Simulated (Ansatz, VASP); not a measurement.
ScAlC2N2 in VASP and in Ansatz

```
Sc Al C N
1.0
     3.85599   -1.52801   -0.00713
     3.85599    1.52801   -0.00713
    -0.97022    0.00000    5.42325
Sc Al C N
1 1 2 2
Cartesian
  0.0000 0.0000 0.0000
  3.3709 0.0000 2.7045
  5.0190 0.0000 1.3155
  1.7227 0.0000 4.0935
  6.2316 0.0000 1.7505
  0.5101 0.0000 3.6585
```

Alike in both runs: functional PBE; k mesh 14 × 14 × 8; occupations gaussian, width 0.1 eV; no spin polarisation.

Ansatz relaxed the structure, and its values are those at the end. VASP's run is a single point on that final structure, the one shown.

```csv
,VASP,Ansatz
version,VASP 6.6.1,Ansatz 0.2.0
potentials or method,"VASP PAW PBE potentials, release 64 (Sc_sv, Al, C, N), cutoff 520 eV","scalar-relativistic, plane waves, PAW"
valence electrons in the cell,32,32
```

```tsv
	VASP	Ansatz	Ansatz less VASP
gap on the k mesh at the Fermi level (eV)	none	none	-
pressure (GPa)	0.3	0.0	-0.34
rms of the force components (eV/Å)	0.047	0.001	-0.0453
```

A gap of «none» marks a metal or a gap that the smearing closes. With one functional, cell and mesh, what is left measures potentials, basis and numerics.
